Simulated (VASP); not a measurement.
A run of VASP 6.6.1:

The input INCAR:

```
PREC = Accurate
ENCUT = 520
EDIFF = 1E-6
ISMEAR = -1
SIGMA = 0.02
LREAL = Auto
LASPH = True
NELM = 100
ALGO = Normal
ISIF = 2
LWAVE = False
LCHARG = True
GGA = PE
IVDW = 12
LELF = True
LVHAR = True
NBANDS = 82
```

KPOINTS

```
regular mesh
0
Gamma
  1 1 1
```

Contents of POSCAR:

```
CS2
1.0
    9.2831780000      0.0000000000      0.0000000000
    0.0000000000      9.2831780000      0.0000000000
    0.0000000000      0.0000000000      9.2831780000
S C
16 8
Direct
    0.5175382827      0.2356197414      0.7208630493
    0.6604850192      0.1523400715      0.4345279171
    0.9193187936      0.5482066594      0.4734585505
    0.9366619923      0.3843619071      0.7643610841
    0.3177037002      0.9734166468      0.3294130523
    0.4875700972      0.8752821501      0.0560152999
    0.9659192143      0.8723198026      0.2121471763
    0.7879952318      1.1267800747      0.0795632703
    0.5207376181      0.7213585692      0.5670041014
    0.3121560310      0.4919220551      0.4376410751
    0.9918478349      0.4831427341      0.0873084627
    0.6600864488      0.5044393202      0.0576634424
    0.2404456750      0.1444871573      0.9363172827
    0.1166949508      0.0894090364      0.6226854640
   -0.1825021561      0.7383355140      0.8296943137
    0.1554209130      0.7551293318      0.8638636467
    0.5783364275      0.1992852017      0.5706450959
    0.9351538880      0.4727152706      0.6215651580
    0.4055184550      0.9249634123      0.1989943530
    0.8641760397      0.9954026520      0.1601929856
    0.4198669895      0.6073782060      0.4958969870
    0.8255254828      0.4871715268      0.0643637341
    0.1744984315      0.1385840065      0.7783864534
   -0.0145532058      0.7496355235      0.8422438954
```

Potentials or basis: VASP PAW PBE potentials, release 64 (S, C).

Run with:

```bash
$ cat potpaw_PBE.64/S/POTCAR potpaw_PBE.64/C/POTCAR > POTCAR
$ mpirun -np 1 vasp_gam > vasp.out
```

Hardware: 1 thread of Intel(R) Xeon(R) Platinum 8488C (Sapphire Rapids), on a shared host.

**Question.** How long does it take, and how much memory?

**Answer.** Wall time 120 s on 1 thread of Intel(R) Xeon(R) Platinum 8488C (Sapphire Rapids) (shared host), peak memory 0.65 GiB. Counts: scf iterations 19, k points 1.
